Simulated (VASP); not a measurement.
Runs of VASP 6.6.1 on Ta. The structure is that of space group P6_3/mmc (No. 194), or close to it. The cells are those of the table. 

| task | cell | k mesh | cutoff (eV) | gap on the mesh (eV) | pressure (GPa) |
| --- | --- | --- | --- | --- | --- |
| single point | a = 2.917, b = 2.917, c = 5.175 Å, angles 90.0, 90.0, 120.0°, 2 atoms | 14 × 14 × 7 | 520 | none | 0.2 |
| single point | a = 2.917, b = 2.917, c = 5.175 Å, angles 90.0, 90.0, 120.0°, 2 atoms | 20 × 20 × 10 | 520 | none | 0.2 |
| single point | a = 2.878, b = 2.878, c = 5.105 Å, angles 90.0, 90.0, 120.0°, 2 atoms | 14 × 14 × 7 | 520 | none | (a) |
| single point | a = 2.956, b = 2.956, c = 5.243 Å, angles 90.0, 90.0, 120.0°, 2 atoms | 14 × 14 × 7 | 520 | none | -6.5 |
| relaxation of cell and atoms | relaxed from a = 2.945, b = 2.945, c = 4.809 Å, angles 90.0, 90.0, 120.0°, 2 atoms | 12 × 12 × 7 | 600 | none | 0.0 |

Alike in all rows: level RPBE; potentials or basis VASP PAW PBE potentials, release 64 (Ta_pv); no spin polarisation; smearing fermi-dirac 0.1 eV.

**Question.** Estimate the missing entries.

**Answer.** (a) 8.3.

Caveats: the PAW data sets were made with another functional, which shifts forces and pressure a little; spin-orbit coupling is left out, which moves the levels of the heavy elements.

A k mesh can miss the band edges, and the runs leave out spin-orbit coupling on Ta.

A gap of «none» marks levels without a gap at the run's occupations.
